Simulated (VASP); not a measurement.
TiSi2:

```
Ti Si
1.0
    -1.47287    1.71213    4.21208
     1.47287   -1.71213    4.21208
     1.47287    1.71213   -4.21208
Ti Si
1 2
Direct
  0.00000 0.00000 0.00000
  0.67008 0.67008 0.00000
  0.32992 0.32992 0.00000
```

```yaml
Program: VASP 6.6.1
Task: relaxation of cell and atoms
Functional: PBEsol
Potentials_or_basis: VASP PAW PBE potentials, release 64 (Ti_sv, Si)
Cutoff: 600 eV
k_mesh: 12 × 12 × 12
Occupations: fermi-dirac, width 0.05 eV
Spin: no spin polarisation
Hubbard_terms: Ti d U = 6.0 eV
```

At the start: pressure 3.7 GPa; volume 14.16 Å³/atom.

Q: How do energy, volume and symmetry change on relaxing?

A: Over 11 steps the energy falls by 5.9 meV/atom and the volume is 14.52 Å³/atom (+2.5 %); space group Immm (No. 71, to 0.1 Å) before and after.

The path:
```tsv
step	energy change (eV)	largest force (eV/Å)	pressure (GPa)	volume (Å³)
1	0.0000	0.2051	3.70	42.49
2	-0.0065	0.0624	-2.96	44.53
3	-0.0144	0.1183	-0.26	43.64
4	-0.0161	0.0738	-0.11	43.59
5	-0.0168	0.0263	0.08	43.54
6	-0.0173	0.0170	-0.04	43.57
7	-0.0175	0.0087	-0.18	43.62
8	-0.0176	0.0053	0.21	43.49
9	-0.0176	0.0068	0.08	43.54
10	-0.0176	0.0070	0.05	43.55
11	-0.0176	0.0031	0.03	43.55
```

Final structure:
```cif
data_structure
_symmetry_space_group_name_H-M 'P 1'
_symmetry_Int_Tables_number 1
_cell_length_a 4.8140
_cell_length_b 4.8140
_cell_length_c 4.8140
_cell_angle_alpha 143.701
_cell_angle_beta 138.344
_cell_angle_gamma 56.421
_cell_volume 43.55
loop_
_atom_site_label
_atom_site_type_symbol
_atom_site_fract_x
_atom_site_fract_y
_atom_site_fract_z
_atom_site_occupancy
Ti1 Ti 0.00000 0.00000 0.00000 1
Si1 Si 0.67319 0.67319 0.00000 1
Si2 Si 0.32681 0.32681 0.00000 1
```

Caveat: the PAW data sets were made with another functional, which shifts forces and pressure a little; U without spin polarisation on a metal has little footing; the U is typed as a test and isn't derived for this compound.
